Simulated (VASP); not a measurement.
## BP: single point with PBE

Crystal: BP.

```
B P
1.0
     0.00000    2.26900    2.24631
     2.26900    0.00000    2.24631
     2.26900    2.26900    0.00000
B P
1 1
Direct
  0.00000 0.00000 0.00000
  0.25000 0.25000 0.25000
```

This cell differs from its parent crystal: z stretched by -1 %, then relaxed in part.

```
Program                : VASP 6.6.1
Task                   : single point
Functional             : PBE
Potentials or basis    : VASP PAW PBE potentials, release 64 (B, P)
Cutoff                 : 520 eV
k mesh                 : 16 × 16 × 16
Occupations            : fermi-dirac, width 0.02 eV
Spin                   : no spin polarisation
Dipole correction      : no
Further INCAR settings : ALGO = Normal; EDIFF = 1e-06; NBANDS = 11
```

```yaml
Pressure: 2.6 GPa
Band_gap_on_the_k_mesh: 1.08 eV, indirect (least direct gap 3.31 eV)
```

Stress tensor (GPa, compression positive):
```
1.69 0.00 0.00
0.00 1.69 0.00
0.00 0.00 4.37
```

Levels at points of the mesh, in eV from the valence-band top:
| k point | band 2 | band 3 | band 4 | band 5 | band 6 | band 7 |
| --- | --- | --- | --- | --- | --- | --- |
| (0.00, 0.00, 0.00) | -0.10 | -0.10 | 0.00 | 3.31 | 3.37 | 3.37 |
| (0.50, 0.00, 0.00) | -9.17 | -1.90 | -1.77 | 3.76 | 4.60 | 4.72 |
| (0.50, 0.50, 0.00) | -8.64 | -4.29 | -4.29 | 1.17 | 1.49 | 12.15 |
| (0.50, 0.00, 0.50) | -8.73 | -4.19 | -4.17 | 1.28 | 1.63 | 12.04 |

Run time: 2.5 min on 1 thread of AMD EPYC 7R13 (shared host), peak memory 0.17 GiB.

Caveat: the cell differs from its parent crystal (z stretched by -1 %, then relaxed in part). A k mesh can miss the band edges.
